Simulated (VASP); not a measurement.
# PtW2 (R-3m) in VASP: further runs

The runs below take PtW2 through single point, with PBE.

Program: VASP 6.6.1. These are calculated values, not measurements. Logs are shortened: lines on timing, memory, paths and dates and some standing lists are left out, and cuts for length are marked.

**1. The cell of the first run**

The structure is trigonal, space group R-3m (No. 166). The conventional cell has a = 2.946 Å, b = 2.946 Å, c = 19.649 Å, α = 90.00°, β = 90.00°, γ = 120.00°. Within 3.8 Å of Pt (site symmetry -3m) lie 6 W at 2.85 Å and 6 Pt at 2.95 Å. W (site symmetry 3m) has 9 W at 2.60 to 2.95 Å and 3 Pt at 2.85 Å within 3.4 Å.

**2. Single point, PBE**

The input, INCAR:

```
SYSTEM = PtW2
  PREC = Accurate
  ENCUT = 520
  EDIFF = 1E-6
  ISMEAR = 0
  SIGMA = 0.1
  LREAL = .FALSE.
  LASPH = .TRUE.
  NELM = 60
  ALGO = Normal
  ISIF = 2
  LWAVE = .FALSE.
  LCHARG = .TRUE.
  GGA = PE
  LELF = .TRUE.
  LVHAR = .TRUE.
  NBANDS = 26
```

The input, KPOINTS:

```
Automatic mesh
0
G
  6 6 6
  0 0 0
```

The input, POSCAR:

```
PtW2
1.0
    1.4729440025      0.8504046163      6.5497900700
   -1.4729440025      0.8504046163      6.5497900700
    0.0000000000     -1.7008092327      6.5497900700
Pt W
1 2
Direct
    0.0000000000      0.0000000000      0.0000000000
    0.7831962168      0.7831962168      0.7831962168
    0.2168037832      0.2168037832      0.2168037832
```

Potentials or basis: VASP PAW PBE potentials, release 64 (Pt, W_sv).

The run is started by

```bash
$ cat potpaw_PBE.64/Pt/POTCAR potpaw_PBE.64/W_sv/POTCAR > POTCAR
$ mpirun -np 1 vasp_std > vasp.out
```

OUTCAR:

```text
SYSTEM = PtW2
   PREC = Accurate
   ENCUT = 520
   EDIFF = 1E-6
   ISMEAR = 0
   LREAL = .FALSE.
   LASPH = .TRUE.
   NELM = 60
   ISIF = 2
   GGA = PE

 ion  position               nearest neighbor table
   1  0.000  0.000  0.000-   2 2.85   2 2.85   3 2.85   3 2.85   2 2.85   3 2.85
   2  0.783  0.783  0.783-   3 2.60   3 2.60   3 2.60   1 2.85   1 2.85   1 2.85
   3  0.217  0.217  0.217-   2 2.60   2 2.60   2 2.60   1 2.85   1 2.85   1 2.85

  LATTYP: Found a trigonal (rhomboedric) cell.
 ALAT       =     6.7670157386
 COS(alpha) =     0.9052436998

  Lattice vectors:

 A1 = (   1.4729440025,   0.8504046163,   6.5497900700)
 A2 = (  -1.4729440025,   0.8504046163,   6.5497900700)
 A3 = (   0.0000000000,  -1.7008092327,   6.5497900700)

Analysis of symmetry for initial positions (statically):
=====================================================================
 Subroutine PRICEL returns:
 Original cell was already a primitive cell.

 Routine SETGRP: Setting up the symmetry group for a
 trigonal (rhombohedral) supercell.

 Subroutine GETGRP returns: Found 12 space group operations
 (whereof 12 operations were pure point group operations)
 out of a pool of 12 trial point group operations.

The static configuration has the point symmetry D_3d.

Analysis of symmetry for dynamics (positions and initial velocities):
=====================================================================
 Subroutine PRICEL returns:
 Original cell was already a primitive cell.

 Routine SETGRP: Setting up the symmetry group for a
 trigonal (rhombohedral) supercell.

 Subroutine GETGRP returns: Found 12 space group operations
 (whereof 12 operations were pure point group operations)
 out of a pool of 12 trial point group operations.

The dynamic configuration has the point symmetry D_3d.

 Subroutine INISYM returns: Found 12 space group operations
 (whereof 12 operations are pure point group operations),
 and found     1 'primitive' translations

----------------------------------------------------------------------------------------

                                     Primitive cell

  volume of cell :      49.2255

  direct lattice vectors                    reciprocal lattice vectors
     1.472944003  0.850404616  6.549790070     0.339456218  0.195985139  0.050892216
    -1.472944003  0.850404616  6.549790070    -0.339456218  0.195985139  0.050892216
     0.000000000 -1.700809233  6.549790070     0.000000000 -0.391970277  0.050892216

  length of vectors
     6.767015739  6.767015739  6.767015739     0.395260314  0.395260314  0.395260314

  position of ions in fractional coordinates (direct lattice)
     0.000000000  0.000000000  0.000000000
     0.783196217  0.783196217  0.783196217
     0.216803783  0.216803783  0.216803783

  ion indices of the primitive-cell ions
   primitive index   ion index
                 1           1
                 2           2
                 3           3

----------------------------------------------------------------------------------------

 KPOINTS: Automatic mesh

Automatic generation of k-mesh.
 Grid dimensions read from file:
 generate k-points for:    6    6    6

 Generating k-lattice:

  Cartesian coordinates                     Fractional coordinates (reciprocal lattice)
     0.056576036  0.032664190  0.008482036     0.166666667 -0.000000000  0.000000000
    -0.056576036  0.032664190  0.008482036    -0.000000000  0.166666667  0.000000000
     0.000000000 -0.065328380  0.008482036     0.000000000  0.000000000  0.166666667

  Length of vectors
     0.065876719  0.065876719  0.065876719

  Shift w.r.t. Gamma in fractional coordinates (k-lattice)
     0.000000000  0.000000000  0.000000000

 Subroutine IBZKPT returns following result:
 ===========================================

 Found     32 irreducible k-points:

 Following reciprocal coordinates:
            Coordinates               Weight
  0.000000  0.000000  0.000000      1.000000
  0.166667  0.000000 -0.000000      6.000000
  0.333333  0.000000  0.000000      6.000000
  0.500000  0.000000  0.000000      3.000000
  0.166667  0.166667 -0.000000      6.000000
  0.333333  0.166667 -0.000000     12.000000
[... 16 lines left out ...]
  0.500000  0.500000  0.166667      6.000000
 -0.333333  0.500000  0.166667     12.000000
 [... further k-points ...]
   k-points           NKPTS =     32   k-points in BZ     NKDIM =     32   number of bands    NBANDS=     26
   number of dos      NEDOS =    301   number of ions     NIONS =      3
   total plane-waves  NPLWV = 125000
   dimension x,y,z NGX =    50 NGY =   50 NGZ =   50
   dimension x,y,z NGXF=   100 NGYF=  100 NGZF=  100
   ions per type =               1   2
   NGX,Y,Z   is equivalent  to a cutoff of  12.28, 12.28, 12.28 a.u.
   NGXF,Y,Z  is equivalent  to a cutoff of  24.57, 24.57, 24.57 a.u.
 SYSTEM =  PtW2
   PREC   = accura    normal or accurate (medium, high low for compatibility)
   ISTART =      0    job   : 0-new  1-cont  2-samecut
   ICHARG =      2    charge: 1-file 2-atom 10-const
   ISPIN  =      1    spin polarized calculation?
   LNONCOLLINEAR =      F non collinear calculations
   LSORBIT =      F    spin-orbit coupling
   LASPH  =      T    aspherical Exc in radial PAW
   ENCUT  =  520.0 eV  38.22 Ry    6.18 a.u.  12.58 12.58 12.58*2*pi/ulx,y,z
   NELM   =     60;   NELMIN=  2; NELMDL= -5     # of ELM steps
   EDIFF  = 0.1E-05   stopping-criterion for ELM
   LREAL  =      F    real-space projection
   EDIFFG = 0.1E-04   stopping-criterion for IOM
   NSW    =      0    number of steps for IOM
   IBRION =     -1    ionic relax: 0-MD 1-quasi-New 2-CG
   NFREE  =      0    steps in history (QN), initial steepest desc. (CG)
   ISIF   =      2    stress and relaxation
   ISYM   =      2    0-nonsym 1-usesym 2-fastsym
   POTIM  = 0.5000    time-step for ionic-motion
   TEBEG  =    0.0;   TEEND  =   0.0 temperature during run
   PSTRESS=    0.0 pullay stress
   NELECT =      38.0000    total number of electrons
   NUPDOWN=      -1.0000    fix difference up-down
   EMIN   =  10.00;   EMAX   =-10.00  energy-range for DOS
   EFERMI =   0.00;   METHOD = LEGACY
   ISMEAR =     0;   SIGMA  =   0.10  broadening in eV -4-tet -1-fermi 0-gaus
   EFERMI_NEDOS =   21; number of points for ismear=-14 and -15
   IALGO  =     38    algorithm
   IMIX   =      4    mixing-type and parameters
     AMIX     =   0.40;   BMIX     =  1.00
     AMIX_MAG =   1.60;   BMIX_MAG =  1.00
  volume/ion in A,a.u.               =      16.41       110.73
  Fermi-wavevector in a.u.,A,eV,Ry     =   1.501778  2.837950 30.685744  2.255339
  Thomas-Fermi vector in A             =   2.613105
   LORBIT       =      0    0 simple, 1 ext, 2 COOP (PROOUT), +10 PAW based schemes
   GGA     = PE    functional components
   LHFCALC =     F    Hartree Fock is set to
   AEXX    =    0.0000 exact exchange contribution
   IVDW    =     0    specifies the selected vdW correction
   LEPSILON=     F    determine dielectric tensor
   LRPA    =     F    only Hartree local field effects (RPA)
 non-spin polarized calculation
 Gauss-broadening in eV      SIGMA  =   0.10
  energy-cutoff  :      520.00
  volume of cell :       49.23
 maximum number of plane-waves:      1369
   NGX = 25   NGY = 25   NGZ = 25

 number of electron      38.0000002 magnetization

 Free energy of the ion-electron system (eV)
  ---------------------------------------------------
  ext. energy  EPLUGINS =         0.00000000
  ---------------------------------------------------
  free energy    TOTEN  =       -31.11873106 eV

  energy without entropy =      -31.09487214  energy(sigma->0) =      -31.10680160

 E-fermi :  10.5284     XC(G=0): -13.2469

 val. band max:       10.5067779884   @ k =   0.5000   0.1667   0.1667
 cond. band min:      10.5285173499   @ k =   0.5000   0.0000   0.0000
 fundamental gap:      0.0217393615
 Fermi energy:        10.5283787131

 k-point     1 :       0.0000    0.0000    0.0000
  band No.  band energies     occupation
      1     -63.1912      2.00000
      2     -63.0260      2.00000
      3     -27.9736      2.00000
      4     -27.1390      2.00000
      5     -27.1390      2.00000
      6     -26.8939      2.00000
[... 18 lines left out ...]
     25      14.5868      0.00000
     26      14.5868      0.00000

 k-point     2 :       0.1667    0.0000   -0.0000
  band No.  band energies     occupation
      1     -63.1697      2.00000
      2     -63.0240      2.00000
      3     -27.9312      2.00000
      4     -27.3827      2.00000
      5     -27.2005      2.00000
      6     -27.0138      2.00000
[... 18 lines left out ...]
     25      14.8313      0.00000
     26      15.6360      0.00000

 k-point     3 :       0.3333    0.0000    0.0000
  band No.  band energies     occupation
      1     -63.1211      2.00000
      2     -63.0257      2.00000
      3     -27.9039      2.00000
      4     -27.7540      2.00000
      5     -27.3140      2.00000
      6     -27.1806      2.00000
[... 18 lines left out ...]
     25      14.8359      0.00000
     26      16.4331      0.00000

 k-point     4 :       0.5000    0.0000    0.0000
  band No.  band energies     occupation
      1     -63.0890      2.00000
      2     -63.0343      2.00000
      3     -27.9605      2.00000
      4     -27.9038      2.00000
      5     -27.3676      2.00000
      6     -27.1553      2.00000
[... 18 lines left out ...]
     25      16.1887      0.00000
     26      16.5921      0.00000
[... 496 lines left out ...]
      1     -63.0891      2.00000
      2     -63.0342      2.00000
      3     -27.9024      2.00000
      4     -27.8265      2.00000
      5     -27.5047      2.00000
      6     -27.1456      2.00000
[... 18 lines left out ...]
     25      16.5141      0.00000
     26      16.8688      0.00000

 k-point    23 :       0.5000    0.5000    0.1667
  band No.  band energies     occupation
      1     -63.1211      2.00000
      2     -63.0258      2.00000
      3     -27.9036      2.00000
      4     -27.7564      2.00000
      5     -27.3136      2.00000
      6     -27.1775      2.00000
[... 18 lines left out ...]
     25      15.3797      0.00000
     26      18.3476      0.00000

 k-point    24 :      -0.3333    0.5000    0.1667
  band No.  band energies     occupation
      1     -63.0891      2.00000
      2     -63.0342      2.00000
      3     -27.9026      2.00000
      4     -27.8278      2.00000
      5     -27.5052      2.00000
      6     -27.1446      2.00000
[... 18 lines left out ...]
     25      16.0668      0.00000
     26      16.9293      0.00000

 [... further k-points ...]

------------------------ aborting loop because EDIFF is reached ----------------------------------------

  FORCE on cell =-STRESS in cart. coord.  units (eV):
  Direction    XX          YY          ZZ          XY          YZ          ZX
  --------------------------------------------------------------------------------------
  -------------------------------------------------------------------------------------
  Total        0.0061154      0.0061154      0.1909328      0.0000000     -0.0000000      0.0000000
  in kB        0.1990419      0.1990419      6.2144196      0.0000000     -0.0000000      0.0000000
  external PRESSURE =       2.2041678 kB  Pullay stress =       0.0000000 kB

 VOLUME and BASIS-vectors are now :
 -----------------------------------------------------------------------------
  energy-cutoff  :      520.00
  volume of cell :       49.23
      direct lattice vectors                 reciprocal lattice vectors
     1.472944003  0.850404616  6.549790070     0.339456218  0.195985139  0.050892216
    -1.472944003  0.850404616  6.549790070    -0.339456218  0.195985139  0.050892216
     0.000000000 -1.700809233  6.549790070     0.000000000 -0.391970277  0.050892216

 POSITION                                       TOTAL-FORCE (eV/Angst)
 -----------------------------------------------------------------------------------
      0.00000      0.00000      0.00000         0.000000      0.000000      0.000000
      0.00000     -0.00000     15.38931         0.000000      0.000000     -0.068389
      0.00000     -0.00000      4.26006         0.000000     -0.000000      0.068389
 -----------------------------------------------------------------------------------
    total drift:                               -0.000000      0.000000     -0.000000

  FREE ENERGIE OF THE ION-ELECTRON SYSTEM (eV)
  ---------------------------------------------------
  free  energy   TOTEN  =       -31.1187310631 eV

  energy  without entropy=      -31.0948721376  energy(sigma->0) =      -31.10680160
```

Wall time 77 s (1 thread of Intel Xeon 6975P-C (Granite Rapids), shared host); peak memory 0.35 GiB.

What came out:

```
Free energy            : -31.1187 eV
Pressure               : 0.2 GPa
Largest force          : 0.068 eV/Å
Band gap on the k mesh : zero (bands 19 and 20 overlap by 1.32 eV)
```

Forces on the atoms (eV/Å):
```
Pt   0.000  0.000  0.000
W    0.000  0.000 -0.068
W    0.000  0.000  0.068
```

Caveat: the k points lie up to 0.41 Å⁻¹ apart, too coarse for converged energies and pressures of a metal; spin-orbit coupling is left out, which moves the levels of the heavy elements.

**3. Single point, PBE**

This run uses another cell than the first one, of 15.95 Å³/atom.

INCAR: that of step 2 with these lines changed.

```diff
@@ -9,3 +9,3 @@
   NELM = 60
-  ALGO = Normal
+  ALGO = Fast
   ISIF = 2
```

The input, KPOINTS:

```
regular mesh
0
G
  18 18 18
  0 0 0
```

The input, POSCAR:

```
PtW2
1.0
    1.4009334512      0.8088293052      7.0394472124
   -1.4009334512      0.8088293052      7.0394472124
    0.0000000000     -1.6176586104      7.0394472124
Pt W
1 2
Direct
    0.0000000000      0.0000000000      0.0000000000
    0.7759161358      0.7759161358      0.7759161358
    0.2240838642      0.2240838642      0.2240838642
```

Potentials or basis: VASP PAW PBE potentials, release 64 (Pt, W_sv).

The run is started by

```bash
$ cat potpaw_PBE.64/Pt/POTCAR potpaw_PBE.64/W_sv/POTCAR > POTCAR
$ mpirun -np 1 vasp_std > vasp.out
```

Run time: 38 min. Hardware: 1 thread of Intel Xeon 6975P-C (Granite Rapids), shared host; peak memory 0.92 GiB.

Results (log left out):

| Item | Value |
| --- | --- |
| Free energy | -31.7942 eV |
| Pressure | 0.2 GPa |
| Largest force | 0.009 eV/Å |
| Band gap on the k mesh | zero (bands 19 and 20 overlap by 2.02 eV) |

Forces in eV/Å, atoms in the order of the input:
```
Pt   0.000  0.000  0.000
W    0.000  0.000 -0.009
W    0.000  0.000  0.009
```

Levels at points of the mesh, in eV from the Fermi level:
| k point | band 16 | band 17 | band 18 | band 19 | band 20 | band 21 | band 22 | band 23 |
| --- | --- | --- | --- | --- | --- | --- | --- | --- |
| (0.00, 0.00, 0.00) | -2.37 | -1.85 | -1.61 | -0.53 | -0.53 | 0.02 | 0.02 | 2.74 |
| (0.50, 0.00, 0.00) | -1.72 | -0.69 | -0.35 | 1.13 | 1.58 | 1.74 | 2.58 | 5.36 |
| (0.50, 0.50, 0.00) | -2.20 | -0.41 | -0.34 | 0.28 | 0.83 | 2.48 | 3.70 | 4.00 |
| (0.50, 0.50, 0.50) | -2.45 | -2.00 | -0.29 | -0.25 | -0.25 | -0.06 | -0.06 | 2.23 |

Caveat: spin-orbit coupling is left out, which moves the levels of the heavy elements.
